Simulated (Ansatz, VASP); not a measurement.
# NaF: VASP beside Ansatz

INCAR

```
SYSTEM = NaF
ALGO = Normal
EDIFF = 1E-7
ENCUT = 520
GGA = PS
ISIF = 2
ISMEAR = 0
IVDW = 13
LASPH = .True.
LCHARG = .False.
LREAL = .False.
LWAVE = .False.
NBANDS = 14
NELM = 60
PREC = Accurate
SIGMA = 0.01
```

The input KPOINTS:

```
k-points
0
Gamma
  6 6 6
  0 0 0
```

POSCAR

```
NaF
1.0
    0.0000000000      2.2971680881      2.2971680881
    2.2971680881      0.0000000000      2.2971680881
    2.2971680881      2.2971680881      0.0000000000
Na F
1 1
Direct
    0.0000000000      0.0000000000      0.0000000000
    0.5000000000      0.5000000000      0.5000000000
```

Input for Ansatz:

```yaml
crystal:
  lattice:
    - [0.0, 2.2971680881, 2.2971680881]
    - [2.2971680881, 0.0, 2.2971680881]
    - [2.2971680881, 2.2971680881, 0.0]
  atoms:
    - { symbol: Na, position: [0.0, 0.0, 0.0] }
    - { symbol: F, position: [0.5, 0.5, 0.5] }
kpoints:
  mp_grid: { grid: [6, 6, 6] }
hamiltonian:
  xc: pbesol
  dispersion: d4
scf:
  occupations: { method: fixed }
  n_extra_bands: 4
output:
  forces: true
  stress: true
  eigenvalues: true
```

Alike in both runs: task single point; functional PBEsol; dispersion D4; k mesh 6 × 6 × 6; no spin polarisation.

```csv
,VASP,Ansatz
version,VASP 6.6.1,Ansatz 0.2.0
potentials or method,"VASP PAW PBE potentials, release 64 (Na_pv, F)",plane waves
plane-wave cutoff (eV),520,420
occupations,"gaussian, width 0.01 eV",fixed
valence electrons in the cell,14,16
```

|  | VASP | Ansatz | Ansatz less VASP |
| --- | --- | --- | --- |
| gap on the k mesh at the Fermi level (eV) | 6.30 | 6.32 | +0.019 |
| pressure (GPa) | 0.8 | 0.7 | -0.02 |

VASP's potentials were made for PBE, not for PBEsol. VASP's potentials hold 14 valence electrons a cell and Ansatz's 16, so a difference there can come from the potentials and not from the codes.
